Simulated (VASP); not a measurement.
Wanted: the native input for a VASP 6.6.1 run.

- Task: single point
- Functional: LDA
- Potentials or basis: VASP PAW LDA potentials, release 64 (C)
- Cutoff: 520 eV
- k mesh: 21 × 21 × 12
- Occupations: fermi-dirac, width 0.1 eV
- Spin: no spin polarisation
- Dipole correction: no
- Further INCAR settings: ALGO = Normal; EDIFF = 1e-06; NBANDS = 11

The structure of C lies in POSCAR:

```
C
1.0
    2.1173740126     -1.2224680942     -0.0118017925
    2.1173740126      1.2224680942     -0.0118017925
   -1.3920550986      0.0000000000      3.3356898268
C
2
Direct
    0.8333940937      0.8333940937      0.0001806738
    0.1666059063      0.1666059063      0.9998193262
```

These files were run (other wordings do the same):

INCAR

```
PREC     = Accurate       # precision mode
ENCUT    = 520            # plane-wave cutoff, eV
EDIFF    = 1E-6           # SCF threshold, eV
ISMEAR   = -1             # smearing method
SIGMA    = 0.1            # smearing width, eV
LREAL    = F              # projectors in reciprocal space
LASPH    = T              # aspherical terms in the spheres
NELM     = 60             # most SCF steps
ALGO     = Normal         # electronic algorithm
ISIF     = 2              # what is computed and relaxed
LWAVE    = F              # write WAVECAR
LCHARG   = F              # write CHGCAR
NBANDS   = 11             # bands
```

KPOINTS

```
Automatic mesh
0
Gamma
  21 21 12
```

Potentials or basis: VASP PAW LDA potentials, release 64 (C).

Launch:

```bash
$ cat potpaw_LDA.64/C/POTCAR > POTCAR
$ mpirun -np 1 vasp_std > vasp.out
```

It gave:

```json
{"Pressure": "0.8 GPa"}
```

Wall time 5.1 min on 1 thread of AMD EPYC 7R13 (shared host), peak memory 0.26 GiB.
